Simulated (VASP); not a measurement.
Wanted: the native input for a VASP 6.6.1 run.

| Property | Result |
| --- | --- |
| Task | single point |
| Functional | PBEsol |
| Potentials or basis | VASP PAW PBE potentials, release 64 (Pb_d, Se) |
| Cutoff | 520 eV |
| k mesh | 10 × 10 × 10 |
| Occupations | gaussian, width 0.05 eV |
| Spin | no spin polarisation |
| Dipole correction | no |
| Further INCAR settings | ALGO = Normal; EDIFF = 1e-06; NBANDS = 17 |

The structure of PbSe lies in POSCAR:

```
PbSe
1.0
    0.0000000000      3.0514720916      3.0514720916
    3.0514720916      0.0000000000      3.0514720916
    3.0514720916      3.0514720916      0.0000000000
Pb Se
1 1
Direct
    0.5000000000      0.5000000000      0.5000000000
   -0.0081927670      0.0081927670      0.0081927670
```

This cell differs from its parent crystal: atom 2 (Se) moved 0.05 Å along x.

The input as run:

INCAR

```
PREC = Accurate ; ENCUT = 520
EDIFF = 1E-6 ; ISMEAR = 0
SIGMA = 0.05 ; LREAL = False
LASPH = True ; NELM = 100
ALGO = Normal ; ISIF = 2
LWAVE = False ; LCHARG = False
GGA = PS ; NBANDS = 17
```

KPOINTS

```
regular mesh
0
Gamma
  10 10 10
```

Potentials or basis: VASP PAW PBE potentials, release 64 (Pb_d, Se).

The run is started by

```console
$ cat potpaw_PBE.64/Pb_d/POTCAR potpaw_PBE.64/Se/POTCAR > POTCAR
$ mpirun -np 1 vasp_std > vasp.out
```

Results of the run:

| Quantity | Value |
| --- | --- |
| Pressure | 0.0 GPa |
| Largest force | 0.027 eV/Å |
| Band gap on the k mesh | 0.23 eV |

Caveat: the cell differs from its parent crystal (atom 2 (Se) moved 0.05 Å along x); the PAW data sets were made with another functional, which shifts forces and pressure a little; spin-orbit coupling is left out, which moves the levels of the heavy elements.

Wall time 2.7 min on 1 thread of Intel Xeon 8259CL (shared host), peak memory 0.22 GiB.
